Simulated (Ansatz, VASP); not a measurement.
# Y in VASP and in Ansatz

The input INCAR:

```
ALGO = Normal
EDIFF = 1E-7
EDIFFG = -0.005
ENCUT = 600
GGA = PE
IBRION = 2
ISIF = 3
ISMEAR = -1
LASPH = True
LCHARG = False
LREAL = False
LWAVE = False
NELM = 100
NSW = 45
PREC = Accurate
SIGMA = 0.05
```

The input KPOINTS:

```
k-points
0
Gamma
  14 14 14
```

File POSCAR:

```
Y
1.0
    0.0000000000      2.5319491394      2.5319491394
    2.5319491394      0.0000000000      2.5319491394
    2.5319491394      2.5319491394      0.0000000000
Y
1
Direct
    0.0000000000      0.0000000000      0.0000000000
```

Input for Ansatz:

```yaml
crystal:
  lattice:
    - [0.0, 2.5319491394, 2.5319491394]
    - [2.5319491394, 0.0, 2.5319491394]
    - [2.5319491394, 2.5319491394, 0.0]
  atoms:
    - { symbol: "Y", position: [0.0, 0.0, 0.0] }
kpoints:
  mp_grid: { grid: [14, 14, 14] }
scf:
  occupations: { method: fermi_dirac, width: 0.05 }
hamiltonian:
  xc: pbe
  pseudopotentials:
    kind: all_electron
    lapw: { basis_error: 0.0005 }
    relativity: none
output:
  forces: true
  stress: true
  eigenvalues: true
  populations: true
relax:
  f_tol: 0.005
  max_steps: 25
  cell: {}
```

Alike in both runs: task relaxation of cell and atoms; functional PBE; k mesh 14 × 14 × 14; occupations fermi-dirac, width 0.05 eV; no spin polarisation.

|  | VASP | Ansatz |
| --- | --- | --- |
| version | VASP 6.6.1 | Ansatz 0.2.0 |
| potentials or method | VASP PAW PBE potentials, release 64 (Y_sv), cutoff 600 eV | all-electron LAPW, non-relativistic |

```csv
,VASP,Ansatz,Ansatz less VASP
relaxed volume (Å³/atom),32.35,32.36,+0.006
relaxed cell length with the largest relative difference (Å),3.577,3.577,+0.0002
```

Ansatz ran all-electron here, and VASP with PAW potentials.
